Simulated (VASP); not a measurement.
## Cu2O: single point with PBEsol

Cu2O:

```
CELL_PARAMETERS angstrom
4.03251 0.00000 0.00000
0.00000 4.03251 0.00000
0.00000 0.00000 4.03251
ATOMIC_POSITIONS crystal
Cu 0.25000 0.25000 0.25000
Cu 0.25000 0.75000 0.75000
Cu 0.75000 0.75000 0.25000
Cu 0.75000 0.25000 0.75000
O 0.00000 0.00000 0.00000
O 0.50000 0.50000 0.50000
```

- Program: VASP 6.6.1
- Task: single point
- Functional: PBEsol
- Potentials or basis: VASP PAW PBE potentials, release 64 (Cu, O)
- Cutoff: 600 eV
- k mesh: 10 × 10 × 10
- Occupations: gaussian, width 0.02 eV
- Spin: no spin polarisation

```json
{"Pressure": "26.3 GPa", "Band gap on the k mesh": "0.56 eV"}
```

Levels at points of the mesh, in eV from the valence-band top:
| k point | band 25 | band 26 | band 27 | band 28 | band 29 | band 30 | band 31 | band 32 |
| --- | --- | --- | --- | --- | --- | --- | --- | --- |
| (0.00, 0.00, 0.00) | -2.00 | 0.00 | 0.00 | 0.00 | 0.56 | 0.56 | 0.95 | 8.91 |
| (0.50, 0.00, 0.00) | -1.51 | -1.51 | -0.52 | -0.52 | 2.67 | 2.67 | 4.11 | 4.11 |
| (0.50, 0.50, 0.00) | -1.53 | -1.53 | -0.85 | -0.85 | 1.95 | 1.95 | 4.17 | 4.17 |
| (0.50, 0.50, 0.50) | -1.18 | -0.72 | -0.72 | -0.72 | 2.12 | 2.12 | 2.12 | 5.47 |

It took 3.5 min on 1 thread of Intel Xeon 8259CL, with other jobs on the host, peak memory 0.26 GiB.

Caveat: the cell stands under pressure; the PAW data sets were made with another functional, which shifts forces and pressure a little. A k mesh can miss the band edges.
